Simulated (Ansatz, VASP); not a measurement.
## TePb in VASP and in Ansatz

INCAR

```
  ALGO = Normal
  EDIFF = 1E-6
  ENCUT = 500
  GGA = PE
  GGA_COMPAT = F
  ISIF = 2
  ISMEAR = 0
  IVDW = 12
  LASPH = T
  LCHARG = F
  LREAL = F
  LWAVE = F
  NBANDS = 94
  NELM = 120
  PREC = Accurate
  SIGMA = 0.02
```

File KPOINTS:

```
k-points
0
Gamma
  2 2 2
```

File POSCAR:

```
TePb
1.0
    0.0000000000      6.4620000000      6.4620000000
    6.4620000000      0.0000000000      6.4620000000
    6.4620000000      6.4620000000      0.0000000000
Te Pb
8 8
Direct
    0.2500000000      0.2500000000      0.2500000000
    0.2500000000      0.2500000000      0.7500000000
    0.2500000000      0.7500000000      0.2500000000
    0.2500000000      0.7500000000      0.7500000000
    0.7500000000      0.2500000000      0.2500000000
    0.7500000000      0.2500000000      0.7500000000
    0.7500000000      0.7500000000      0.2500000000
    0.7500000000      0.7500000000      0.7500000000
    0.0000000000      0.0000000000      0.0000000000
    0.0000000000      0.0000000000      0.5000000000
    0.0000000000      0.5000000000      0.0000000000
    0.0000000000      0.5000000000      0.5000000000
    0.5000000000      0.0000000000      0.0000000000
    0.5000000000      0.0000000000      0.5000000000
    0.5000000000      0.5000000000      0.0000000000
    0.5000000000      0.5000000000      0.5000000000
```

Input for Ansatz:

```yaml
crystal:
  lattice:
    - [0.0, 3.231, 3.231]
    - [3.231, 0.0, 3.231]
    - [3.231, 3.231, 0.0]
  atoms:
    - { symbol: Te, position: [0.5, 0.5, 0.5] }
    - { symbol: Pb, position: [0.0, 0.0, 0.0] }
  supercell: [2, 2, 2]
basis:
  ecutwfc: 420.0
kpoints:
  mp_grid:
    grid: [2, 2, 2]
hamiltonian:
  xc: pbe
  dispersion: d3bj
  pseudopotentials:
    kind: paw
scf:
  occupations:
    method: gaussian
    width: 0.02
output:
  eigenvalues: true
```

Alike in both runs: task single point; functional PBE; dispersion D3(BJ); k mesh 2 × 2 × 2; occupations gaussian, width 0.02 eV; no spin polarisation.

|  | VASP | Ansatz |
| --- | --- | --- |
| version | VASP 6.6.1 | Ansatz 0.2.0 |
| potentials or method | VASP PAW PBE potentials, release 64 (Te, Pb_d), cutoff 500 eV | plane waves, PAW |
| valence electrons in the cell | 160 | 240 |

|  | VASP | Ansatz | Ansatz less VASP |
| --- | --- | --- | --- |
| gap on the k mesh at the Fermi level (eV) | 0.73 | 0.73 | -0.005 |

VASP's potentials hold 160 valence electrons a cell and Ansatz's 240, so a difference there can come from the potentials and not from the codes.

The k mesh is coarse, so the values compare programs but aren't converged. Neither program's run includes spin-orbit coupling.
